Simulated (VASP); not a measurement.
# CaO (Fm-3m) in VASP: single point with r2SCAN

Aim: the single point of CaO with r2SCAN.

Everything below comes from runs of VASP 6.6.1. Logs are shortened: lines on timing, memory, paths and dates and some standing lists are left out, and cuts for length are marked.

## (1) The cell of the first run

It takes space group Fm-3m (No. 225, cubic). Conventional cell: a = 4.795 Å, b = 4.795 Å, c = 4.795 Å, α = 90.00°, β = 90.00°, γ = 90.00°. Ca (site symmetry m-3m) has 6 O at 2.40 Å within 3.2 Å. O (site symmetry m-3m) has 6 Ca at 2.40 Å within 3.2 Å.

## (2) Single point, r2SCAN

POSCAR reads:

```
CaO
1.0
    0.0000000000      2.3976771526      2.3976771526
    2.3976771526      0.0000000000      2.3976771526
    2.3976771526      2.3976771526      0.0000000000
Ca O
1 1
Direct
    0.0000000000      0.0000000000      0.0000000000
    0.5000000000      0.5000000000      0.5000000000
```

INCAR.step1 reads:

```
PREC = Accurate
ENCUT = 1480
ISMEAR = 0
SIGMA = 0.02
LREAL = False
LASPH = True
NELM = 120
NBANDS = 15
GGA = PE
ALGO = Normal
EDIFF = 1E-5
LWAVE = True
LCHARG = False
GGA_COMPAT = False
```

INCAR.step2 reads:

```
PREC = Accurate
ENCUT = 1480
EDIFF = 1E-6
ISMEAR = 0
SIGMA = 0.02
LREAL = False
LASPH = True
NELM = 120
ALGO = Normal
ISIF = 2
LWAVE = False
LCHARG = False
METAGGA = R2SCAN
LMIXTAU = True
NBANDS = 15
ISTART = 1
GGA_COMPAT = False
```

KPOINTS reads:

```
regular mesh
0
Gamma
  8 8 8
```

Potentials or basis: VASP PAW PBE potentials, release 64 (Ca_sv, O_h).

The run is started by

```
> cat potpaw_PBE.64/Ca_sv/POTCAR potpaw_PBE.64/O_h/POTCAR > POTCAR
> cp INCAR.step1 INCAR
> mpirun -np 1 vasp_std > vasp.out
> cp INCAR.step2 INCAR
> mpirun -np 1 vasp_std > vasp.out
```

OUTCAR:

```text
PREC = Accurate
   ENCUT = 1480
   EDIFF = 1E-6
   ISMEAR = 0
   LREAL = False
   LASPH = True
   NELM = 120
   ISIF = 2
   METAGGA = R2SCAN
   ISTART = 1

 ion  position               nearest neighbor table
   1  0.000  0.000  0.000-
   2  0.500  0.500  0.500-

  LATTYP: Found a face centered cubic cell.
 ALAT       =     4.7953543052

  Lattice vectors:

 A1 = (   0.0000000000,   2.3976771526,   2.3976771526)
 A2 = (   2.3976771526,   0.0000000000,   2.3976771526)
 A3 = (   2.3976771526,   2.3976771526,   0.0000000000)

Analysis of symmetry for initial positions (statically):
=====================================================================
 Subroutine PRICEL returns:
 Original cell was already a primitive cell.

 Routine SETGRP: Setting up the symmetry group for a
 face centered cubic supercell.

 Subroutine GETGRP returns: Found 48 space group operations
 (whereof 48 operations were pure point group operations)
 out of a pool of 48 trial point group operations.

The static configuration has the point symmetry O_h .

Analysis of symmetry for dynamics (positions and initial velocities):
=====================================================================
 Subroutine PRICEL returns:
 Original cell was already a primitive cell.

 Routine SETGRP: Setting up the symmetry group for a
 face centered cubic supercell.

 Subroutine GETGRP returns: Found 48 space group operations
 (whereof 48 operations were pure point group operations)
 out of a pool of 48 trial point group operations.

The dynamic configuration has the point symmetry O_h .

 Subroutine INISYM returns: Found 48 space group operations
 (whereof 48 operations are pure point group operations),
 and found     1 'primitive' translations

----------------------------------------------------------------------------------------

                                     Primitive cell

  volume of cell :      27.5678

  direct lattice vectors                    reciprocal lattice vectors
     0.000000000  2.397677153  2.397677153    -0.208535165  0.208535165  0.208535165
     2.397677153  0.000000000  2.397677153     0.208535165 -0.208535165  0.208535165
     2.397677153  2.397677153  0.000000000     0.208535165  0.208535165 -0.208535165

  length of vectors
     3.390827547  3.390827547  3.390827547     0.361193500  0.361193500  0.361193500

  position of ions in fractional coordinates (direct lattice)
     0.000000000  0.000000000  0.000000000
     0.500000000  0.500000000  0.500000000

  ion indices of the primitive-cell ions
   primitive index   ion index
                 1           1
                 2           2

----------------------------------------------------------------------------------------

 KPOINTS: regular mesh

Automatic generation of k-mesh.
 Grid dimensions read from file:
 generate k-points for:    8    8    8

 Generating k-lattice:

  Cartesian coordinates                     Fractional coordinates (reciprocal lattice)
    -0.026066896  0.026066896  0.026066896     0.125000000  0.000000000  0.000000000
     0.026066896 -0.026066896  0.026066896     0.000000000  0.125000000  0.000000000
     0.026066896  0.026066896 -0.026066896     0.000000000  0.000000000  0.125000000

  Length of vectors
     0.045149188  0.045149188  0.045149188

  Shift w.r.t. Gamma in fractional coordinates (k-lattice)
     0.000000000  0.000000000  0.000000000

 Subroutine IBZKPT returns following result:
 ===========================================

 Found     29 irreducible k-points:

 Following reciprocal coordinates:
            Coordinates               Weight
  0.000000  0.000000  0.000000      1.000000
  0.125000  0.000000  0.000000      8.000000
  0.250000  0.000000  0.000000      8.000000
  0.375000  0.000000  0.000000      8.000000
  0.500000  0.000000  0.000000      4.000000
  0.125000  0.125000  0.000000      6.000000
[... 16 lines left out ...]
  0.500000  0.250000  0.125000     48.000000
 -0.375000  0.250000  0.125000     24.000000
 [... further k-points ...]
   k-points           NKPTS =     29   k-points in BZ     NKDIM =     29   number of bands    NBANDS=     15
   number of dos      NEDOS =    301   number of ions     NIONS =      2
   total plane-waves  NPLWV = 110592
   dimension x,y,z NGX =    48 NGY =   48 NGZ =   48
   dimension x,y,z NGXF=    96 NGYF=   96 NGZF=   96
   ions per type =               1   1
   NGX,Y,Z   is equivalent  to a cutoff of  23.53, 23.53, 23.53 a.u.
   NGXF,Y,Z  is equivalent  to a cutoff of  47.07, 47.07, 47.07 a.u.
 SYSTEM =  unknown system
   PREC   = accura    normal or accurate (medium, high low for compatibility)
   ISTART =      1    job   : 0-new  1-cont  2-samecut
   ICHARG =      0    charge: 1-file 2-atom 10-const
   ISPIN  =      1    spin polarized calculation?
   LNONCOLLINEAR =      F non collinear calculations
   LSORBIT =      F    spin-orbit coupling
   LASPH  =      T    aspherical Exc in radial PAW
   ENCUT  = 1480.0 eV 108.78 Ry   10.43 a.u.  10.64 10.64 10.64*2*pi/ulx,y,z
   NELM   =    120;   NELMIN=  2; NELMDL=  0     # of ELM steps
   EDIFF  = 0.1E-05   stopping-criterion for ELM
   LREAL  =      F    real-space projection
   EDIFFG = 0.1E-04   stopping-criterion for IOM
   NSW    =      0    number of steps for IOM
   IBRION =     -1    ionic relax: 0-MD 1-quasi-New 2-CG
   NFREE  =      0    steps in history (QN), initial steepest desc. (CG)
   ISIF   =      2    stress and relaxation
   ISYM   =      2    0-nonsym 1-usesym 2-fastsym
   POTIM  = 0.5000    time-step for ionic-motion
   TEBEG  =    0.0;   TEEND  =   0.0 temperature during run
   PSTRESS=    0.0 pullay stress
   NELECT =      16.0000    total number of electrons
   NUPDOWN=      -1.0000    fix difference up-down
   EMIN   =  10.00;   EMAX   =-10.00  energy-range for DOS
   EFERMI =   0.00;   METHOD = LEGACY
   ISMEAR =     0;   SIGMA  =   0.02  broadening in eV -4-tet -1-fermi 0-gaus
   EFERMI_NEDOS =   21; number of points for ismear=-14 and -15
   IALGO  =     38    algorithm
   IMIX   =      4    mixing-type and parameters
     AMIX     =   0.40;   BMIX     =  1.00
     AMIX_MAG =   1.60;   BMIX_MAG =  1.00
  volume/ion in A,a.u.               =      13.78        93.02
  Fermi-wavevector in a.u.,A,eV,Ry     =   1.365570  2.580554 25.371910  1.864783
  Thomas-Fermi vector in A             =   2.491787
   LORBIT       =      0    0 simple, 1 ext, 2 COOP (PROOUT), +10 PAW based schemes
   METAGGA = R2SCAN    functional components
   LHFCALC =     F    Hartree Fock is set to
   AEXX    =    0.0000 exact exchange contribution
   IVDW    =     0    specifies the selected vdW correction
   LEPSILON=     F    determine dielectric tensor
   LRPA    =     F    only Hartree local field effects (RPA)
 non-spin polarized calculation
 Gauss-broadening in eV      SIGMA  =   0.02
  energy-cutoff  :     1480.00
  volume of cell :       27.57
 maximum number of plane-waves:      3591
 NGX is ok and might be reduce to    48
   NGX = 21   NGY = 21   NGZ = 21

 number of electron      16.0000000 magnetization

 Free energy of the ion-electron system (eV)
  ---------------------------------------------------
  ext. energy  EPLUGINS =         0.00000000
  ---------------------------------------------------
  free energy    TOTEN  =       -19.46694903 eV

  energy without entropy =      -19.46694903  energy(sigma->0) =      -19.46694903

 E-fermi :   2.4969     XC(G=0): -11.1132

 val. band max:        2.3293176996   @ k =   0.0000   0.0000   0.0000
 cond. band min:       6.5214711695   @ k =   0.5000   0.5000   0.0000
 fundamental gap:      4.1921534699
 Fermi energy:         2.4968689911

 k-point     1 :       0.0000    0.0000    0.0000
  band No.  band energies     occupation
      1     -36.6954      2.00000
      2     -16.5824      2.00000
      3     -16.5824      2.00000
      4     -16.5824      2.00000
      5     -14.1568      2.00000
      6       2.3293      2.00000
      7       2.3293      2.00000
      8       2.3293      2.00000
      9       7.8162      0.00000
     10       9.2044      0.00000
     11       9.2044      0.00000
     12       9.2044      0.00000
     13      10.8133      0.00000
     14      10.8133      0.00000
     15      18.1517      0.00000

 k-point     2 :       0.1250    0.0000    0.0000
  band No.  band energies     occupation
      1     -36.6802      2.00000
      2     -16.8313      2.00000
      3     -16.5900      2.00000
      4     -16.5900      2.00000
      5     -13.8989      2.00000
      6       1.8135      2.00000
      7       2.1196      2.00000
      8       2.1196      2.00000
      9       8.4973      0.00000
     10       9.1598      0.00000
     11       9.4775      0.00000
     12       9.4775      0.00000
     13      11.1899      0.00000
     14      11.1899      0.00000
     15      18.7596      0.00000

 k-point     3 :       0.2500    0.0000    0.0000
  band No.  band energies     occupation
      1     -36.6433      2.00000
      2     -17.3040      2.00000
      3     -16.6082      2.00000
      4     -16.6082      2.00000
      5     -13.4029      2.00000
      6       0.8213      2.00000
      7       1.6671      2.00000
      8       1.6671      2.00000
      9       9.2341      0.00000
     10       9.9763      0.00000
     11      10.1953      0.00000
     12      10.1953      0.00000
     13      12.1006      0.00000
     14      12.1006      0.00000
     15      19.1623      0.00000
[... 343 lines left out ...]
 k-point    23 :       0.5000    0.2500    0.1250
  band No.  band energies     occupation
      1     -36.5870      2.00000
      2     -17.5021      2.00000
      3     -16.8084      2.00000
      4     -16.6822      2.00000
      5     -13.2149      2.00000
      6       0.3435      2.00000
      7       1.2554      2.00000
      8       1.4960      2.00000
      9       8.8318      0.00000
     10      10.5511      0.00000
     11      11.5243      0.00000
     12      11.6710      0.00000
     13      13.0663      0.00000
     14      14.3206      0.00000
     15      18.1959      0.00000

 k-point    24 :      -0.3750    0.2500    0.1250
  band No.  band energies     occupation
      1     -36.5748      2.00000
      2     -17.5671      2.00000
      3     -16.8227      2.00000
      4     -16.7088      2.00000
      5     -13.1579      2.00000
      6       0.2954      2.00000
      7       1.2056      2.00000
      8       1.2683      2.00000
      9       9.7396      0.00000
     10       9.8300      0.00000
     11      11.8251      0.00000
     12      12.0569      0.00000
     13      13.3636      0.00000
     14      15.1343      0.00000
     15      17.2984      0.00000

 [... further k-points ...]
[... 5 lines left out ...]
  --------------------------------------------------------------------------------------
  -------------------------------------------------------------------------------------
  Total        0.1732359      0.1732359      0.1732359      0.0000000      0.0000000     -0.0000000
  in kB       10.0680705     10.0680705     10.0680705      0.0000000      0.0000000     -0.0000000
  external PRESSURE =      10.0680705 kB  Pullay stress =       0.0000000 kB

 VOLUME and BASIS-vectors are now :
 -----------------------------------------------------------------------------
  energy-cutoff  :     1480.00
  volume of cell :       27.57
      direct lattice vectors                 reciprocal lattice vectors
     0.000000000  2.397677153  2.397677153    -0.208535165  0.208535165  0.208535165
     2.397677153  0.000000000  2.397677153     0.208535165 -0.208535165  0.208535165
     2.397677153  2.397677153  0.000000000     0.208535165  0.208535165 -0.208535165

 POSITION                                       TOTAL-FORCE (eV/Angst)
 -----------------------------------------------------------------------------------
      0.00000      0.00000      0.00000         0.000000      0.000000     -0.000000
      2.39768      2.39768      2.39768        -0.000000     -0.000000      0.000000
 -----------------------------------------------------------------------------------
    total drift:                               -0.000000     -0.000000     -0.000000

  FREE ENERGIE OF THE ION-ELECTRON SYSTEM (eV)
  ---------------------------------------------------
  free  energy   TOTEN  =       -19.4669490287 eV

  energy  without entropy=      -19.4669490287  energy(sigma->0) =      -19.46694903
```

Wall time 2.5 min (1 thread of Intel Xeon Platinum 8559C (Emerald Rapids), shared host); peak memory 0.41 GiB.

What came out:

| Property | Result |
| --- | --- |
| Free energy | -19.4669 eV |
| Pressure | 1.0 GPa |
| Band gap on the k mesh | 4.19 eV (least direct gap 4.56 eV) |

Levels at points of the mesh, in eV from the valence-band top:
| k point | band 6 | band 7 | band 8 | band 9 | band 10 | band 11 |
| --- | --- | --- | --- | --- | --- | --- |
| (0.00, 0.00, 0.00) | 0.00 | 0.00 | 0.00 | 5.49 | 6.88 | 6.88 |
| (0.50, 0.00, 0.00) | -2.62 | -1.21 | -1.21 | 7.73 | 9.09 | 9.09 |
| (0.50, 0.50, 0.00) | -1.29 | -0.37 | -0.37 | 4.19 | 8.82 | 9.68 |

Caveat: the PAW data sets were made with another functional, which shifts forces and pressure a little. A k mesh can miss the band edges.
